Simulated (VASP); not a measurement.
# AlN (ldaat) (P6_3mc) in VASP: a series of runs

AlN (ldaat) is run at these levels: LDA; tasks: single point.

All numbers are computed with VASP 6.6.1; they aren't measurements. Logs are shortened: lines on timing, memory, paths and dates and some standing lists are left out, and cuts for length are marked.

**1. The cell of the first run**

Symmetry: P6_3mc, No. 186, hexagonal system. Conventional cell: a = 3.114 Å, b = 3.114 Å, c = 4.983 Å, α = 90.00°, β = 90.00°, γ = 120.00°. Al (site symmetry 3m) has 4 N at 1.84 to 2.08 Å within 2.4 Å. Within 2.4 Å of N (site symmetry 3m) lie 4 Al at 1.84 to 2.08 Å.

**2. Single point, LDA**

The input, INCAR:

```
SYSTEM = AlN
PREC = Accurate ; ENCUT = 520
EDIFF = 1E-6 ; ISMEAR = 0
SIGMA = 0.01 ; LREAL = .False.
LASPH = .True. ; NELM = 60
ALGO = Normal ; ISIF = 2
LWAVE = .False. ; LCHARG = .False.
GGA = CA ; NBANDS = 16
```

The input, KPOINTS:

```
Automatic mesh
0
Gamma
  9 9 6
  0 0 0
```

The input, POSCAR:

```
AlN
1.0
    3.1135756528      0.0000000000      0.0000000000
   -1.5567878264      2.6964356119      0.0000000000
    0.0000000000      0.0000000000      4.9831268775
Al N
2 2
Direct
    0.3333333333      0.6666666667     -0.0177043213
    0.6666666667      0.3333333333      0.4822956787
    0.3333333333      0.6666666667      0.3997043213
    0.6666666667      0.3333333333      0.8997043213
```

Potentials or basis: VASP PAW LDA potentials, release 64 (Al, N).

The run is started by

```console
$ cat potpaw_LDA.64/Al/POTCAR potpaw_LDA.64/N/POTCAR > POTCAR
$ mpirun -np 1 vasp_std > vasp.out
```

OUTCAR:

```text
SYSTEM = AlN
   PREC = Accurate
   ENCUT = 520
   EDIFF = 1E-6
   ISMEAR = 0
   LREAL = .False.
   LASPH = .True.
   NELM = 60
   ISIF = 2
   GGA = CA

 ion  position               nearest neighbor table
   1  0.333  0.667  0.982-   4 1.84   4 1.84   4 1.84   3 2.08   2 3.07   2 3.07   2 3.07   2 3.07
                             2 3.07   2 3.07
   2  0.667  0.333  0.482-   3 1.84   3 1.84   3 1.84   4 2.08   1 3.07   1 3.07   1 3.07   1 3.07
                             1 3.07   1 3.07
   3  0.333  0.667  0.400-   2 1.84   2 1.84   2 1.84   1 2.08
   4  0.667  0.333  0.900-   1 1.84   1 1.84   1 1.84   2 2.08

  LATTYP: Found a hexagonal cell.
 ALAT       =     3.1135756528
 C/A-ratio  =     1.6004515172

  Lattice vectors:

 A1 = (   3.1135756528,   0.0000000000,   0.0000000000)
 A2 = (  -1.5567878264,   2.6964356119,   0.0000000000)
 A3 = (   0.0000000000,   0.0000000000,   4.9831268775)

Analysis of symmetry for initial positions (statically):
=====================================================================
 Subroutine PRICEL returns:
 Original cell was already a primitive cell.

 Routine SETGRP: Setting up the symmetry group for a
 hexagonal supercell.

 Subroutine GETGRP returns: Found 12 space group operations
 (whereof  6 operations were pure point group operations)
 out of a pool of 24 trial point group operations.

The static configuration has the point symmetry C_3v.
 The point group associated with its full space group is C_6v.

Analysis of symmetry for dynamics (positions and initial velocities):
=====================================================================
 Subroutine PRICEL returns:
 Original cell was already a primitive cell.

 Routine SETGRP: Setting up the symmetry group for a
 hexagonal supercell.

 Subroutine GETGRP returns: Found 12 space group operations
 (whereof  6 operations were pure point group operations)
 out of a pool of 24 trial point group operations.

The dynamic configuration has the point symmetry C_3v.
 The point group associated with its full space group is C_6v.

 Subroutine INISYM returns: Found 12 space group operations
 (whereof  6 operations are pure point group operations),
 and found     1 'primitive' translations

----------------------------------------------------------------------------------------

                                     Primitive cell

  volume of cell :      41.8361

  direct lattice vectors                    reciprocal lattice vectors
     3.113575653  0.000000000  0.000000000     0.321174146  0.185429979  0.000000000
    -1.556787826  2.696435612  0.000000000     0.000000000  0.370859959  0.000000000
     0.000000000  0.000000000  4.983126878     0.000000000  0.000000000  0.200677210

  length of vectors
     3.113575653  3.113575653  4.983126878     0.370859959  0.370859959  0.200677210

  position of ions in fractional coordinates (direct lattice)
     0.333333333  0.666666667  0.982295679
     0.666666667  0.333333333  0.482295679
     0.333333333  0.666666667  0.399704321
     0.666666667  0.333333333  0.899704321

  ion indices of the primitive-cell ions
   primitive index   ion index
                 1           1
                 2           2
                 3           3
                 4           4

----------------------------------------------------------------------------------------

 KPOINTS: Automatic mesh

Automatic generation of k-mesh.
 Grid dimensions read from file:
 generate k-points for:    9    9    6

 Generating k-lattice:

  Cartesian coordinates                     Fractional coordinates (reciprocal lattice)
     0.035686016  0.020603331  0.000000000     0.111111111  0.000000000  0.000000000
     0.000000000  0.041206662  0.000000000     0.000000000  0.111111111  0.000000000
     0.000000000  0.000000000  0.033446202     0.000000000  0.000000000  0.166666667

  Length of vectors
     0.041206662  0.041206662  0.033446202

  Shift w.r.t. Gamma in fractional coordinates (k-lattice)
     0.000000000  0.000000000  0.000000000

 Subroutine IBZKPT returns following result:
 ===========================================

 Found     48 irreducible k-points:

 Following reciprocal coordinates:
            Coordinates               Weight
  0.000000  0.000000  0.000000      1.000000
  0.111111 -0.000000  0.000000      6.000000
  0.222222 -0.000000  0.000000      6.000000
  0.333333 -0.000000  0.000000      6.000000
  0.444444 -0.000000  0.000000      6.000000
  0.111111  0.111111  0.000000      6.000000
[... 16 lines left out ...]
  0.333333  0.222222  0.166667     24.000000
  0.333333  0.333333  0.166667      4.000000
 [... further k-points ...]
   k-points           NKPTS =     48   k-points in BZ     NKDIM =     48   number of bands    NBANDS=     16
   number of dos      NEDOS =    301   number of ions     NIONS =      4
   total plane-waves  NPLWV =  23040
   dimension x,y,z NGX =    24 NGY =   24 NGZ =   40
   dimension x,y,z NGXF=    48 NGYF=   48 NGZF=   80
   ions per type =               2   2
   NGX,Y,Z   is equivalent  to a cutoff of  12.81, 12.81, 13.34 a.u.
   NGXF,Y,Z  is equivalent  to a cutoff of  25.63, 25.63, 26.69 a.u.
 SYSTEM =  AlN
   PREC   = accura    normal or accurate (medium, high low for compatibility)
   ISTART =      0    job   : 0-new  1-cont  2-samecut
   ICHARG =      2    charge: 1-file 2-atom 10-const
   ISPIN  =      1    spin polarized calculation?
   LNONCOLLINEAR =      F non collinear calculations
   LSORBIT =      F    spin-orbit coupling
   LASPH  =      T    aspherical Exc in radial PAW
   ENCUT  =  520.0 eV  38.22 Ry    6.18 a.u.   5.79  5.79  9.27*2*pi/ulx,y,z
   NELM   =     60;   NELMIN=  2; NELMDL= -5     # of ELM steps
   EDIFF  = 0.1E-05   stopping-criterion for ELM
   LREAL  =      F    real-space projection
   EDIFFG = 0.1E-04   stopping-criterion for IOM
   NSW    =      0    number of steps for IOM
   IBRION =     -1    ionic relax: 0-MD 1-quasi-New 2-CG
   NFREE  =      0    steps in history (QN), initial steepest desc. (CG)
   ISIF   =      2    stress and relaxation
   ISYM   =      2    0-nonsym 1-usesym 2-fastsym
   POTIM  = 0.5000    time-step for ionic-motion
   TEBEG  =    0.0;   TEEND  =   0.0 temperature during run
   PSTRESS=    0.0 pullay stress
   NELECT =      16.0000    total number of electrons
   NUPDOWN=      -1.0000    fix difference up-down
   EMIN   =  10.00;   EMAX   =-10.00  energy-range for DOS
   EFERMI =   0.00;   METHOD = LEGACY
   ISMEAR =     0;   SIGMA  =   0.01  broadening in eV -4-tet -1-fermi 0-gaus
   EFERMI_NEDOS =   21; number of points for ismear=-14 and -15
   IALGO  =     38    algorithm
   IMIX   =      4    mixing-type and parameters
     AMIX     =   0.40;   BMIX     =  1.00
     AMIX_MAG =   1.60;   BMIX_MAG =  1.00
  volume/ion in A,a.u.               =      10.46        70.58
  Fermi-wavevector in a.u.,A,eV,Ry     =   1.188313  2.245587 19.212636  1.412089
  Thomas-Fermi vector in A             =   2.324446
   LORBIT       =      0    0 simple, 1 ext, 2 COOP (PROOUT), +10 PAW based schemes
   GGA     = CA    functional components
   LHFCALC =     F    Hartree Fock is set to
   AEXX    =    0.0000 exact exchange contribution
   IVDW    =     0    specifies the selected vdW correction
   LEPSILON=     F    determine dielectric tensor
   LRPA    =     F    only Hartree local field effects (RPA)
 non-spin polarized calculation
 Gauss-broadening in eV      SIGMA  =   0.01
  energy-cutoff  :      520.00
  volume of cell :       41.84
 maximum number of plane-waves:      1152
 NGX is ok and might be reduce to    24
   NGX = 11   NGY = 11   NGZ = 19

 number of electron      16.0000003 magnetization

 Free energy of the ion-electron system (eV)
  ---------------------------------------------------
  ext. energy  EPLUGINS =         0.00000000
  ---------------------------------------------------
  free energy    TOTEN  =       -32.55419653 eV

  energy without entropy =      -32.55419653  energy(sigma->0) =      -32.55419653

 E-fermi :   6.5169     XC(G=0): -11.2354

 val. band max:        6.4130287734   @ k =   0.0000   0.0000   0.0000
 cond. band min:      10.0572234549   @ k =   0.0000   0.0000   0.0000
 fundamental gap:      3.6441946815
 Fermi energy:         6.5168950120

 k-point     1 :       0.0000    0.0000    0.0000
  band No.  band energies     occupation
      1      -9.1584      2.00000
      2      -6.9752      2.00000
      3       0.0297      2.00000
      4       4.7619      2.00000
      5       4.7619      2.00000
      6       5.4142      2.00000
[... 8 lines left out ...]
     15      18.5337      0.00000
     16      18.5337      0.00000

 k-point     2 :       0.1111   -0.0000    0.0000
  band No.  band energies     occupation
      1      -8.9982      2.00000
      2      -6.8814      2.00000
      3       0.2178      2.00000
      4       4.0895      2.00000
      5       4.5761      2.00000
      6       4.7790      2.00000
[... 8 lines left out ...]
     15      18.3379      0.00000
     16      18.8112      0.00000

 k-point     3 :       0.2222   -0.0000    0.0000
  band No.  band energies     occupation
      1      -8.5424      2.00000
      2      -6.6450      2.00000
      3       0.7661      2.00000
      4       2.6373      2.00000
      5       3.5584      2.00000
      6       4.1906      2.00000
[... 8 lines left out ...]
     15      18.0995      0.00000
     16      18.4922      0.00000

 k-point     4 :       0.3333   -0.0000    0.0000
  band No.  band energies     occupation
      1      -7.8819      2.00000
      2      -6.4125      2.00000
      3       1.2313      2.00000
      4       1.6133      2.00000
      5       2.3889      2.00000
      6       3.8297      2.00000
[... 8 lines left out ...]
     15      17.3606      0.00000
     16      19.9354      0.00000
[... 324 lines left out ...]
 k-point    22 :       0.2222    0.2222    0.1667
  band No.  band energies     occupation
      1      -7.4611      2.00000
      2      -6.4215      2.00000
      3       1.2453      2.00000
      4       1.3995      2.00000
      5       2.8559      2.00000
      6       3.0902      2.00000
[... 8 lines left out ...]
     15      17.5047      0.00000
     16      20.5309      0.00000

 k-point    23 :       0.3333    0.2222    0.1667
  band No.  band energies     occupation
      1      -6.9190      2.00000
      2      -6.4061      2.00000
      3       0.7522      2.00000
      4       1.4560      2.00000
      5       2.2724      2.00000
      6       3.4500      2.00000
[... 8 lines left out ...]
     15      17.9931      0.00000
     16      20.4579      0.00000

 k-point    24 :       0.3333    0.3333    0.1667
  band No.  band energies     occupation
      1      -6.5631      2.00000
      2      -6.5631      2.00000
      3       1.0094      2.00000
      4       1.6227      2.00000
      5       1.6227      2.00000
      6       2.9588      2.00000
[... 8 lines left out ...]
     15      18.1906      0.00000
     16      20.8446      0.00000

 [... further k-points ...]
[... 5 lines left out ...]
  --------------------------------------------------------------------------------------
  -------------------------------------------------------------------------------------
  Total        0.7927530      0.7927530     -3.4254277      0.0000000      0.0000000     -0.0000000
  in kB       30.3596697     30.3596697   -131.1819153      0.0000000      0.0000000     -0.0000000
  external PRESSURE =     -23.4875253 kB  Pullay stress =       0.0000000 kB

 VOLUME and BASIS-vectors are now :
 -----------------------------------------------------------------------------
  energy-cutoff  :      520.00
  volume of cell :       41.84
      direct lattice vectors                 reciprocal lattice vectors
     3.113575653  0.000000000  0.000000000     0.321174146  0.185429979  0.000000000
    -1.556787826  2.696435612  0.000000000     0.000000000  0.370859959  0.000000000
     0.000000000  0.000000000  4.983126878     0.000000000  0.000000000  0.200677210

 POSITION                                       TOTAL-FORCE (eV/Angst)
 -----------------------------------------------------------------------------------
     -0.00000      1.79762      4.89490         0.000000      0.000000      1.269164
      1.55679      0.89881      2.40334        -0.000000     -0.000000      1.269164
     -0.00000      1.79762      1.99178         0.000000     -0.000000     -1.269164
      1.55679      0.89881      4.48334        -0.000000      0.000000     -1.269164
 -----------------------------------------------------------------------------------
    total drift:                               -0.000000     -0.000000      0.000537

  FREE ENERGIE OF THE ION-ELECTRON SYSTEM (eV)
  ---------------------------------------------------
  free  energy   TOTEN  =       -32.5541965262 eV

  energy  without entropy=      -32.5541965262  energy(sigma->0) =      -32.55419653
```

Run time: 11 s. Hardware: 1 thread of Intel Xeon Platinum 8488C (Sapphire Rapids), shared host; peak memory 0.15 GiB.

What came out:

```yaml
Free_energy: -32.5542 eV
Pressure: -2.3 GPa
Largest_force: 1.269 eV/Å
Band_gap_on_the_k_mesh: 3.64 eV, direct
```

Forces in eV/Å, atoms in the order of the input:
```
Al   0.000  0.000  1.269
Al   0.000  0.000  1.269
N    0.000  0.000 -1.269
N    0.000  0.000 -1.269
```

Stress tensor (GPa, compression positive):
```
  3.04   0.00   0.00
  0.00   3.04   0.00
  0.00   0.00 -13.12
```

Caveat: forces of over 1 eV/Å act on the atoms, so gaps and moduli don't describe the material at rest. LDA gaps usually lie below the measured ones, often by a third to a half.

**3. Single point, LDA**

The input, INCAR:

```
ALGO = Normal
EDIFF = 1E-7
ENCUT = 520
ISIF = 2
ISMEAR = 0
LASPH = True
LCHARG = False
LREAL = False
LWAVE = False
NBANDS = 16
NELM = 60
PREC = Accurate
SIGMA = 0.01
```

The input, KPOINTS:

```
k-points
0
Gamma
  9 9 6
```

The input, POSCAR:

```
AlN
1.0
    3.1135756528      0.0000000000      0.0000000000
   -1.5567878264      2.6964356119      0.0000000000
    0.0000000000      0.0000000000      4.9831268775
Al N
2 2
Direct
    0.3333333333      0.6666666667     -0.0265533953
    0.6666666667      0.3333333333      0.4734466047
    0.3333333333      0.6666666667      0.4085533953
    0.6666666667      0.3333333333      0.9085533953
```

Potentials or basis: VASP PAW LDA potentials, release 64 (Al, N).

The run is started by

```console
$ cat potpaw_LDA.64/Al/POTCAR potpaw_LDA.64/N/POTCAR > POTCAR
$ mpirun -np 1 vasp_std > vasp.out
```

Wall time 12 s (1 thread of Intel Xeon Platinum 8488C (Sapphire Rapids), shared host); peak memory 0.15 GiB.

The run converged. Its results:

```
Free energy            : -32.3185 eV
Pressure               : -0.4 GPa
Largest force          : 1.355 eV/Å
Band gap on the k mesh : 3.36 eV, direct
```

Forces on the atoms (eV/Å):
```
Al   0.000  0.000  1.355
Al   0.000  0.000  1.355
N    0.000  0.000 -1.355
N    0.000  0.000 -1.355
```

Stress tensor (GPa, compression positive):
```
  6.62   0.00   0.00
  0.00   6.62   0.00
  0.00   0.00 -14.43
```

Levels at points of the mesh, in eV from the valence-band top:
| k point | band 5 | band 6 | band 7 | band 8 | band 9 | band 10 | band 11 | band 12 |
| --- | --- | --- | --- | --- | --- | --- | --- | --- |
| (0.00, 0.00, 0.00) | -1.98 | -1.34 | -1.34 | 0.00 | 3.36 | 5.89 | 10.06 | 10.08 |
| (0.00, 0.00, 0.50) | -1.67 | -1.67 | -1.67 | -1.67 | 5.88 | 5.88 | 9.34 | 9.34 |

Caveat: forces of over 1 eV/Å act on the atoms, so gaps and moduli don't describe the material at rest. A hybrid or GW would open this gap; LDA tends to underestimate it.
